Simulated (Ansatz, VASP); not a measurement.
## One calculation of LiF, two programs

```
CELL_PARAMETERS angstrom
3.30582 0.00000 0.00000
-1.65291 2.86292 0.00000
0.00000 0.00000 4.42274
ATOMIC_POSITIONS crystal
Li 0.33333 0.66667 0.38115
Li 0.66667 0.33333 0.88115
F 0.33333 0.66667 0.99384
F 0.66667 0.33333 0.49384
```

Change from the starting cell: strain +0.080 along x and y, -0.080 along z, atoms carried along.

Alike in both runs: task single point; functional PBEsol; k mesh 9 × 9 × 6; occupations gaussian, width 0.05 eV; no spin polarisation.

|  | VASP | Ansatz |
| --- | --- | --- |
| version | VASP 6.6.1 | Ansatz 0.2.0 |
| potentials or method | VASP PAW PBE potentials, release 64 (Li_sv, F), cutoff 520 eV | scalar-relativistic, plane waves, PAW |
| valence electrons in the cell | 20 | 20 |

```tsv
	VASP	Ansatz	Ansatz less VASP
gap on the k mesh at the Fermi level (eV)	7.26	7.27	+0.011
least direct gap on the mesh (eV)	7.26	7.27	+0.011
rms of the force components (eV/Å)	0.499	0.467	-0.0318
```

VASP's potentials were made for PBE, not for PBEsol. Atom by atom the forces differ by 0.032 eV/Å (rms over components). The functional is the same, so the differences come from potentials, cutoffs and numerics.

Noted on VASP's run: the cutoff is short for stress, so the pressure is rough.
